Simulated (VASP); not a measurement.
# Mo2H5 (P4mm) in VASP: a series of runs, part 2 of 2

VASP 6.6.1. Earlier steps stand in the parts before.

### 4 Relaxation of cell and atoms, PBE

Contents of INCAR:

```
SYSTEM = Mo2H5
ALGO = Normal ; EDIFF = 1E-6
EDIFFG = -0.04 ; ENCUT = 600
GGA = PE ; IBRION = 2
ISIF = 3 ; ISMEAR = 0
LASPH = .True. ; LCHARG = .False.
LREAL = .False. ; LWAVE = .False.
NELM = 100 ; NSW = 90
PREC = Accurate ; SIGMA = 0.1
```

Contents of KPOINTS:

```
k-points
0
Gamma
  4 4 4
  0 0 0
```

Contents of POSCAR:

```
Mo2H5
1.0
    4.0011506100      0.0000000000      0.0000000000
    0.0000000000      4.0011506100      0.0000000000
    0.0000000000      0.0000000000      4.6032072400
H Mo
5 2
Direct
    0.0000000000      0.0000000000      0.1111720800
    0.0000000000      0.0000000000      0.4407222000
    0.0000000000      0.0000000000      0.8504752800
    0.0000000000      0.5000000000      0.9345355700
    0.5000000000      0.0000000000      0.9345355700
    0.0000000000      0.5000000000      0.3054015400
    0.5000000000      0.0000000000      0.3054015400
```

Potentials or basis: VASP PAW PBE potentials, release 64 (H, Mo_sv).

Launch:

```
cat potpaw_PBE.64/H/POTCAR potpaw_PBE.64/Mo_sv/POTCAR > POTCAR
mpirun -np 1 vasp_std > vasp.out
```

OUTCAR:

```text
SYSTEM = Mo2H5
   EDIFF = 1E-6
   EDIFFG = -0.04
   ENCUT = 600
   GGA = PE
   IBRION = 2
   ISIF = 3
   ISMEAR = 0
   LASPH = .True.
   LREAL = .False.
   NELM = 100
   NSW = 90
   PREC = Accurate

 ion  position               nearest neighbor table
   1  0.000  0.000  0.111-
   2  0.000  0.000  0.441-   6 2.10   7 2.10   6 2.10   7 2.10
   3  0.000  0.000  0.850-
   4  0.000  0.500  0.935-   6 1.71
   5  0.500  0.000  0.935-   7 1.71
   6  0.000  0.500  0.305-   4 1.71   2 2.10   2 2.10   7 2.83   7 2.83   7 2.83   7 2.83
   7  0.500  0.000  0.305-   5 1.71   2 2.10   2 2.10   6 2.83   6 2.83   6 2.83   6 2.83

  LATTYP: Found a simple tetragonal cell.
 ALAT       =     4.0011506100
 C/A-ratio  =     1.1504708742

  Lattice vectors:
[... 191 lines left out ...]
  -------------------------------------------------------------------------------------
  Total       -7.3361565     -7.3361565     -4.1117418      0.0000000      0.0000000      0.0000000
  in kB     -159.4956509   -159.4956509    -89.3935309      0.0000000      0.0000000      0.0000000
  external PRESSURE =    -136.1282776 kB  Pullay stress =       0.0000000 kB
[... 949 lines left out ...]
     19       6.0762      0.00000
     20       6.0762      0.00000

[... ionic steps 4 to 70 ...]

--------------------------------------- Ionic step       71  -------------------------------------------

 number of electron      33.0000001 magnetization

------------------------ aborting loop because EDIFF is reached ----------------------------------------
[... 77 lines left out ...]
--------------------------------------- Ionic step       73  -------------------------------------------

 number of electron      32.9999998 magnetization

 Free energy of the ion-electron system (eV)
  ---------------------------------------------------
  ext. energy  EPLUGINS =         0.00000000
  ---------------------------------------------------
  free energy    TOTEN  =       -34.46699246 eV

  energy without entropy =      -34.44738161  energy(sigma->0) =      -34.45718704

 E-fermi :   2.0298     XC(G=0):  -8.5972

 val. band max:        2.0081432141   @ k =   0.5000   0.0000   0.5000
 cond. band min:       2.0576347010   @ k =   0.2500   0.0000   0.5000
 fundamental gap:      0.0494914869
 Fermi energy:         2.0298407869
[... 446 lines left out ...]
  FREE ENERGIE OF THE ION-ELECTRON SYSTEM (eV)
  ---------------------------------------------------
  free  energy   TOTEN  =       -34.4669924646 eV

  energy  without entropy=      -34.4473816096  energy(sigma->0) =      -34.45718704

 reached required accuracy - stopping structural energy minimisation
```

OSZICAR:

```text
N       E                     dE             d eps       ncg     rms          rms(c)
DAV:   1     0.315523400257E+03    0.31552E+03   -0.20671E+04   800   0.170E+03
DAV:   2    -0.213754278998E+02   -0.33690E+03   -0.32933E+03   824   0.457E+02
[... 670 lines left out ...]
DAV:   5    -0.344664501235E+02   -0.11764E-04   -0.67956E-05   884   0.601E-02    0.327E-02
DAV:   6    -0.344664509594E+02   -0.83588E-06   -0.57903E-06   700   0.161E-02
  69 F= -.34466451E+02 E0= -.34456624E+02  d E =-.108368E-02
       N       E                     dE             d eps       ncg     rms          rms(c)
DAV:   1    -0.344664828637E+02   -0.32740E-04   -0.65688E-04   748   0.260E-01    0.488E-02
DAV:   2    -0.344664497088E+02    0.33155E-04   -0.16462E-04   776   0.978E-02    0.122E-02
DAV:   3    -0.344664497289E+02   -0.20094E-07   -0.48366E-06   584   0.140E-02
  70 F=
```

It took 8.4 min on 1 thread of Intel Xeon 6975P-C (Granite Rapids), shared host; peak memory 0.22 GiB.

What came out:

```yaml
Free_energy: -34.4670 eV
Relaxed_volume: 12.32 Å³/atom
Relaxed_cell: a = 3.637 Å, b = 3.637 Å, c = 6.523 Å, α = 90.00°, β = 90.00°, γ = 90.00°
Space_group_after_relaxing_to_0.05_Å: P4mm (No. 99)
Energy_gained_by_relaxing: 365.9 meV/atom
Ionic_steps: 73
Pressure_after_relaxing: 0.1 GPa
Largest_force_after_relaxing: 0.014 eV/Å
```

Forces in eV/Å, atoms in the order of the input:
```
H    0.000  0.000  0.004
H    0.000  0.000 -0.006
H    0.000  0.000 -0.013
H    0.000  0.000  0.014
H    0.000  0.000  0.014
Mo   0.000  0.000 -0.006
Mo   0.000  0.000 -0.006
```

The path:
| step | energy change (eV) | largest force (eV/Å) | pressure (GPa) | volume (Å³) |
| --- | --- | --- | --- | --- |
| 1 | 0.0000 | 1.1957 | -13.61 | 73.69 |
| 3 | -0.6963 | 1.1512 | 2.43 | 62.50 |
| 5 | -0.8808 | 0.9761 | 2.96 | 60.95 |
| 7 | -0.9696 | 0.8666 | 0.35 | 62.14 |
| 9 | -1.0194 | 0.3138 | -2.50 | 62.86 |
| 11 | -1.1186 | 0.5192 | 2.18 | 58.30 |
| 13 | -1.1931 | 0.2401 | 0.16 | 57.13 |
| 15 | -1.2562 | 0.6417 | 0.51 | 54.73 |
| 17 | -1.3146 | 0.6227 | 2.06 | 54.25 |
| 19 | -1.3652 | 0.4180 | 0.32 | 55.04 |
| 21 | -1.4357 | 0.3624 | -1.47 | 56.70 |
| 23 | -1.4430 | 0.1965 | -0.33 | 56.62 |
| 25 | -1.4505 | 0.1275 | 0.95 | 56.24 |
| 27 | -1.4567 | 0.1158 | -0.19 | 56.78 |
| 29 | -1.4592 | 0.0938 | -0.19 | 56.96 |
| 31 | -1.4599 | 0.5811 | 1.31 | 57.24 |
| 33 | -1.4627 | 0.3218 | 0.65 | 57.15 |
| 35 | -1.4711 | 0.3347 | 1.18 | 57.43 |
| 37 | -1.5277 | 0.6145 | 4.29 | 58.48 |
| 39 | -1.5297 | 0.8899 | 6.67 | 58.88 |
| 41 | -1.5274 | 1.0409 | 7.51 | 59.03 |
| 43 | -1.5293 | 1.1207 | 7.94 | 59.17 |
| 45 | -1.5315 | 1.2309 | 8.55 | 59.38 |
| 47 | -1.5509 | 1.2026 | 8.42 | 59.61 |
| 49 | -1.6204 | 1.1074 | 8.15 | 60.52 |
| 51 | -1.8058 | 0.9432 | 8.03 | 63.97 |
| 53 | -1.7964 | 1.3021 | 9.25 | 66.41 |
| 55 | -2.0326 | 1.1352 | 1.46 | 72.58 |
| 57 | -2.1293 | 1.1228 | 0.33 | 74.88 |
| 59 | -2.2952 | 0.9525 | -0.09 | 78.55 |
| 61 | -2.4434 | 0.6258 | -0.37 | 81.90 |
| 63 | -2.5479 | 0.6504 | 0.83 | 84.69 |
| 65 | -2.5562 | 0.1762 | 0.63 | 84.94 |
| 67 | -2.5594 | 0.2400 | 0.06 | 85.91 |
| 69 | -2.5606 | 0.0680 | -0.14 | 86.23 |
| 71 | -2.5609 | 0.0680 | 0.05 | 86.22 |
| 73 | -2.5612 | 0.0137 | 0.13 | 86.26 |

Final structure:
```
CELL_PARAMETERS angstrom
3.63657 0.00000 0.00000
0.00000 3.63657 0.00000
0.00000 0.00000 6.52272
ATOMIC_POSITIONS crystal
H 0.00000 0.00000 0.05257
H 0.00000 0.00000 0.56821
H 0.00000 0.00000 0.93613
H 0.00000 0.50000 0.70880
H 0.50000 0.00000 0.70880
Mo 0.00000 0.50000 0.45387
Mo 0.50000 0.00000 0.45387
```

Caveat: the k points lie up to 0.43 Å⁻¹ apart in the final cell; the volume moved by over 15 % at a fixed basis, so the end points are rough.

### 5 The runs side by side

| task | cell | cutoff (eV) | gap on the mesh (eV) | pressure (GPa) | largest force (eV/Å) |
| --- | --- | --- | --- | --- | --- |
| single point | a = 4.001, b = 4.001, c = 4.603 Å, 7 atoms | 520 | none | -13.7 | 1.20 |
| single point | a = 3.624, b = 3.624, c = 7.804 Å, 7 atoms | 520 | none | 0.0 | 0.02 |
| relaxation of cell and atoms | relaxed from a = 4.001, b = 4.001, c = 4.603 Å, 7 atoms | 600 | none | 0.1 | 0.01 |

Alike in all rows: level PBE; potentials or basis VASP PAW PBE potentials, release 64 (H, Mo_sv); no spin polarisation; k mesh 4 × 4 × 4; smearing gaussian 0.1 eV.

Caveats: all runs use coarse meshes; forces of over 1 eV/Å act on the atoms, so gaps and moduli don't describe the material at rest (some runs); the volume moved by over 15 % at a fixed basis, so the end points are rough (some runs).

Absolute energies hang on the potentials; compare differences alone.
